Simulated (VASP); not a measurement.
# AlN (F-43m) in VASP: notebook

AlN is run at these levels: LDA; tasks: single point, relaxation of cell and atoms.

Everything below comes from runs of VASP 6.6.1. Logs are shortened: lines on timing, memory, paths and dates and some standing lists are left out, and cuts for length are marked.

### 1 The cell of the first run

It takes space group F-43m (No. 216, cubic). The conventional cell has a = 4.202 Å, b = 4.202 Å, c = 4.202 Å, α = 90.00°, β = 90.00°, γ = 90.00°. Al (site symmetry -43m) has 4 N at 1.82 Å within 2.4 Å. N (site symmetry -43m) has 4 Al at 1.82 Å within 2.4 Å.

### 2 Single point, LDA

The input, INCAR:

```
SYSTEM = AlN
ALGO = Normal
EDIFF = 1E-7
ENCUT = 520
ISIF = 2
ISMEAR = 0
LASPH = .True.
LCHARG = .True.
LELF = .True.
LREAL = .False.
LVHAR = .True.
LWAVE = .False.
NBANDS = 11
NELM = 60
PREC = Accurate
SIGMA = 0.01
```

The input, KPOINTS:

```
k-points
0
Gamma
  10 10 10
  0 0 0
```

The input, POSCAR:

```
AlN
1.0
    0.0000000000      2.1010503061      2.1010503061
    2.1010503061      0.0000000000      2.1010503061
    2.1010503061      2.1010503061      0.0000000000
Al N
1 1
Direct
    0.0000000000      0.0000000000      0.0000000000
    0.7500000000      0.7500000000      0.7500000000
```

Potentials or basis: VASP PAW LDA potentials, release 64 (Al, N).

Run with:

```console
> cat potpaw_LDA.64/Al/POTCAR potpaw_LDA.64/N/POTCAR > POTCAR
> mpirun -np 1 vasp_std > vasp.out
```

OUTCAR:

```text
SYSTEM = AlN
   EDIFF = 1E-7
   ENCUT = 520
   ISIF = 2
   ISMEAR = 0
   LASPH = .True.
   LREAL = .False.
   NELM = 60
   PREC = Accurate

 ion  position               nearest neighbor table
   1  0.000  0.000  0.000-   2 1.82   2 1.82   2 1.82   2 1.82
   2  0.750  0.750  0.750-   1 1.82   1 1.82   1 1.82   1 1.82

  LATTYP: Found a face centered cubic cell.
 ALAT       =     4.2021006122

  Lattice vectors:

 A1 = (   0.0000000000,   2.1010503061,   2.1010503061)
 A2 = (   2.1010503061,   0.0000000000,   2.1010503061)
 A3 = (   2.1010503061,   2.1010503061,   0.0000000000)

Analysis of symmetry for initial positions (statically):
=====================================================================
 Subroutine PRICEL returns:
 Original cell was already a primitive cell.

 Routine SETGRP: Setting up the symmetry group for a
 face centered cubic supercell.

 Subroutine GETGRP returns: Found 24 space group operations
 (whereof 24 operations were pure point group operations)
 out of a pool of 48 trial point group operations.

The static configuration has the point symmetry T_d .

Analysis of symmetry for dynamics (positions and initial velocities):
=====================================================================
 Subroutine PRICEL returns:
 Original cell was already a primitive cell.

 Routine SETGRP: Setting up the symmetry group for a
 face centered cubic supercell.

 Subroutine GETGRP returns: Found 24 space group operations
 (whereof 24 operations were pure point group operations)
 out of a pool of 48 trial point group operations.

The dynamic configuration has the point symmetry T_d .

 Subroutine INISYM returns: Found 24 space group operations
 (whereof 24 operations are pure point group operations),
 and found     1 'primitive' translations

----------------------------------------------------------------------------------------

                                     Primitive cell

  volume of cell :      18.5498

  direct lattice vectors                    reciprocal lattice vectors
     0.000000000  2.101050306  2.101050306    -0.237976215  0.237976215  0.237976215
     2.101050306  0.000000000  2.101050306     0.237976215 -0.237976215  0.237976215
     2.101050306  2.101050306  0.000000000     0.237976215  0.237976215 -0.237976215

  length of vectors
     2.971333838  2.971333838  2.971333838     0.412186896  0.412186896  0.412186896

  position of ions in fractional coordinates (direct lattice)
     0.000000000  0.000000000  0.000000000
     0.750000000  0.750000000  0.750000000

  ion indices of the primitive-cell ions
   primitive index   ion index
                 1           1
                 2           2

----------------------------------------------------------------------------------------

 KPOINTS: k-points

Automatic generation of k-mesh.
 Grid dimensions read from file:
 generate k-points for:   10   10   10

 Generating k-lattice:

  Cartesian coordinates                     Fractional coordinates (reciprocal lattice)
    -0.023797622  0.023797622  0.023797622     0.100000000  0.000000000  0.000000000
     0.023797622 -0.023797622  0.023797622     0.000000000  0.100000000  0.000000000
     0.023797622  0.023797622 -0.023797622     0.000000000  0.000000000  0.100000000

  Length of vectors
     0.041218690  0.041218690  0.041218690

  Shift w.r.t. Gamma in fractional coordinates (k-lattice)
     0.000000000  0.000000000  0.000000000

 Subroutine IBZKPT returns following result:
 ===========================================

 Found     47 irreducible k-points:

 Following reciprocal coordinates:
            Coordinates               Weight
  0.000000  0.000000  0.000000      1.000000
  0.100000  0.000000  0.000000      8.000000
  0.200000  0.000000  0.000000      8.000000
  0.300000  0.000000  0.000000      8.000000
  0.400000  0.000000  0.000000      8.000000
  0.500000  0.000000  0.000000      4.000000
[... 16 lines left out ...]
  0.300000  0.300000  0.000000      6.000000
  0.400000  0.300000  0.000000     24.000000
 [... further k-points ...]
   k-points           NKPTS =     47   k-points in BZ     NKDIM =     47   number of bands    NBANDS=     11
   number of dos      NEDOS =    301   number of ions     NIONS =      2
   total plane-waves  NPLWV =  13824
   dimension x,y,z NGX =    24 NGY =   24 NGZ =   24
   dimension x,y,z NGXF=    48 NGYF=   48 NGZF=   48
   ions per type =               1   1
   NGX,Y,Z   is equivalent  to a cutoff of  13.43, 13.43, 13.43 a.u.
   NGXF,Y,Z  is equivalent  to a cutoff of  26.86, 26.86, 26.86 a.u.
 SYSTEM =  AlN
   PREC   = accura    normal or accurate (medium, high low for compatibility)
   ISTART =      0    job   : 0-new  1-cont  2-samecut
   ICHARG =      2    charge: 1-file 2-atom 10-const
   ISPIN  =      1    spin polarized calculation?
   LNONCOLLINEAR =      F non collinear calculations
   LSORBIT =      F    spin-orbit coupling
   LASPH  =      T    aspherical Exc in radial PAW
   ENCUT  =  520.0 eV  38.22 Ry    6.18 a.u.   5.52  5.52  5.52*2*pi/ulx,y,z
   NELM   =     60;   NELMIN=  2; NELMDL= -5     # of ELM steps
   EDIFF  = 0.1E-06   stopping-criterion for ELM
   LREAL  =      F    real-space projection
   EDIFFG = 0.1E-05   stopping-criterion for IOM
   NSW    =      0    number of steps for IOM
   IBRION =     -1    ionic relax: 0-MD 1-quasi-New 2-CG
   NFREE  =      0    steps in history (QN), initial steepest desc. (CG)
   ISIF   =      2    stress and relaxation
   ISYM   =      2    0-nonsym 1-usesym 2-fastsym
   POTIM  = 0.5000    time-step for ionic-motion
   TEBEG  =    0.0;   TEEND  =   0.0 temperature during run
   PSTRESS=    0.0 pullay stress
   NELECT =       8.0000    total number of electrons
   NUPDOWN=      -1.0000    fix difference up-down
   EMIN   =  10.00;   EMAX   =-10.00  energy-range for DOS
   EFERMI =   0.00;   METHOD = LEGACY
   ISMEAR =     0;   SIGMA  =   0.01  broadening in eV -4-tet -1-fermi 0-gaus
   EFERMI_NEDOS =   21; number of points for ismear=-14 and -15
   IALGO  =     38    algorithm
   IMIX   =      4    mixing-type and parameters
     AMIX     =   0.40;   BMIX     =  1.00
     AMIX_MAG =   1.60;   BMIX_MAG =  1.00
  volume/ion in A,a.u.               =       9.27        62.59
  Fermi-wavevector in a.u.,A,eV,Ry     =   1.236873  2.337351 20.814932  1.529854
  Thomas-Fermi vector in A             =   2.371463
   LORBIT       =      0    0 simple, 1 ext, 2 COOP (PROOUT), +10 PAW based schemes
   GGA     = CA    functional components
   LHFCALC =     F    Hartree Fock is set to
   AEXX    =    0.0000 exact exchange contribution
   IVDW    =     0    specifies the selected vdW correction
   LEPSILON=     F    determine dielectric tensor
   LRPA    =     F    only Hartree local field effects (RPA)
 non-spin polarized calculation
 Gauss-broadening in eV      SIGMA  =   0.01
  energy-cutoff  :      520.00
  volume of cell :       18.55
 maximum number of plane-waves:       531
 NGX is ok and might be reduce to    24
   NGX = 11   NGY = 11   NGZ = 11

 number of electron       8.0000000 magnetization

 Free energy of the ion-electron system (eV)
  ---------------------------------------------------
  ext. energy  EPLUGINS =         0.00000000
  ---------------------------------------------------
  free energy    TOTEN  =       -16.22578860 eV

  energy without entropy =      -16.22578860  energy(sigma->0) =      -16.22578860

 E-fermi :   6.9285     XC(G=0): -11.7822

 val. band max:        6.8609634355   @ k =   0.0000   0.0000   0.0000
 cond. band min:      10.1262129425   @ k =   0.5000   0.5000   0.0000
 fundamental gap:      3.2652495070
 Fermi energy:         6.9284532228

 k-point     1 :       0.0000    0.0000    0.0000
  band No.  band energies     occupation
      1      -8.6700      2.00000
      2       6.8610      2.00000
      3       6.8610      2.00000
      4       6.8610      2.00000
      5      12.1726      0.00000
      6      20.3763      0.00000
      7      20.3763      0.00000
      8      20.3763      0.00000
      9      25.3240      0.00000
     10      25.3240      0.00000
     11      26.9537      0.00000

 k-point     2 :       0.1000    0.0000    0.0000
  band No.  band energies     occupation
      1      -8.4996      2.00000
      2       6.0491      2.00000
      3       6.8079      2.00000
      4       6.8079      2.00000
      5      12.7860      0.00000
      6      19.9878      0.00000
      7      20.5224      0.00000
      8      20.5224      0.00000
      9      23.9837      0.00000
     10      23.9837      0.00000
     11      26.1123      0.00000

 k-point     3 :       0.2000    0.0000    0.0000
  band No.  band energies     occupation
      1      -8.0108      2.00000
      2       4.3457      2.00000
      3       6.6756      2.00000
      4       6.6756      2.00000
      5      13.8630      0.00000
      6      19.1642      0.00000
      7      20.3450      0.00000
      8      20.3450      0.00000
      9      23.5055      0.00000
     10      23.5055      0.00000
     11      25.2921      0.00000

 k-point     4 :       0.3000    0.0000    0.0000
  band No.  band energies     occupation
      1      -7.2867      2.00000
      2       2.5247      2.00000
      3       6.5238      2.00000
      4       6.5238      2.00000
      5      14.6619      0.00000
      6      18.3349      0.00000
      7      19.4964      0.00000
      8      19.4964      0.00000
      9      24.7793      0.00000
     10      24.7793      0.00000
     11      25.2569      0.00000
[... 239 lines left out ...]
 k-point    22 :      -0.2000    0.2000    0.0000
  band No.  band energies     occupation
      1      -7.0493      2.00000
      2       2.8830      2.00000
      3       5.0205      2.00000
      4       6.6118      2.00000
      5      15.2349      0.00000
      6      17.5566      0.00000
      7      19.2552      0.00000
      8      20.0078      0.00000
      9      22.6902      0.00000
     10      26.5502      0.00000
     11      29.4349      0.00000

 k-point    23 :       0.3000    0.3000    0.0000
  band No.  band energies     occupation
      1      -6.8401      2.00000
      2       3.1919      2.00000
      3       5.5222      2.00000
      4       5.5222      2.00000
      5      12.4653      0.00000
      6      17.1254      0.00000
      7      19.9931      0.00000
      8      22.4938      0.00000
      9      22.4938      0.00000
     10      28.2322      0.00000
     11      32.4409      0.00000

 k-point    24 :       0.4000    0.3000    0.0000
  band No.  band energies     occupation
      1      -6.2681      2.00000
      2       2.4523      2.00000
      3       5.0158      2.00000
      4       5.3482      2.00000
      5      11.9285      0.00000
      6      16.9546      0.00000
      7      20.4578      0.00000
      8      22.5280      0.00000
      9      23.1325      0.00000
     10      29.3113      0.00000
     11      32.2380      0.00000

 [... further k-points ...]
[... 5 lines left out ...]
  --------------------------------------------------------------------------------------
  -------------------------------------------------------------------------------------
  Total        3.0227777      3.0227777      3.0227777     -0.0000000      0.0000000     -0.0000000
  in kB      261.0823071    261.0823071    261.0823071     -0.0000000      0.0000000     -0.0000000
  external PRESSURE =     261.0823071 kB  Pullay stress =       0.0000000 kB

 VOLUME and BASIS-vectors are now :
 -----------------------------------------------------------------------------
  energy-cutoff  :      520.00
  volume of cell :       18.55
      direct lattice vectors                 reciprocal lattice vectors
     0.000000000  2.101050306  2.101050306    -0.237976215  0.237976215  0.237976215
     2.101050306  0.000000000  2.101050306     0.237976215 -0.237976215  0.237976215
     2.101050306  2.101050306  0.000000000     0.237976215  0.237976215 -0.237976215

 POSITION                                       TOTAL-FORCE (eV/Angst)
 -----------------------------------------------------------------------------------
      0.00000      0.00000      0.00000        -0.000000     -0.000000     -0.000000
      3.15158      3.15158      3.15158         0.000000      0.000000      0.000000
 -----------------------------------------------------------------------------------
    total drift:                                0.000000      0.000000      0.000000

  FREE ENERGIE OF THE ION-ELECTRON SYSTEM (eV)
  ---------------------------------------------------
  free  energy   TOTEN  =       -16.2257886041 eV

  energy  without entropy=      -16.2257886041  energy(sigma->0) =      -16.22578860
```

Wall time 7.6 s (1 thread of Intel Xeon Platinum 8259CL at 2.50GHz (Skylake/Cascade Lake), shared host); peak memory 0.12 GiB.

Results:

```yaml
Free_energy: -16.2258 eV
Pressure: 26.1 GPa
Band_gap_on_the_k_mesh: 3.27 eV, indirect (least direct gap 5.18 eV)
```

Levels at points of the mesh, in eV from the valence-band top:
| k point | band 1 | band 2 | band 3 | band 4 | band 5 | band 6 | band 7 | band 8 | band 9 |
| --- | --- | --- | --- | --- | --- | --- | --- | --- | --- |
| (0.00, 0.00, 0.00) | -15.53 | 0.00 | 0.00 | 0.00 | 5.31 | 13.52 | 13.52 | 13.52 | 18.46 |
| (0.50, 0.00, 0.00) | -13.04 | -6.42 | -0.49 | -0.49 | 8.35 | 10.57 | 11.70 | 11.70 | 19.36 |
| (0.50, 0.50, 0.00) | -12.26 | -5.33 | -1.91 | -1.91 | 3.27 | 9.11 | 15.41 | 16.96 | 16.96 |

A k mesh can miss the band edges. As with any semilocal functional, this LDA gap is likely too small.

(Part 1 of 2 ends here.)
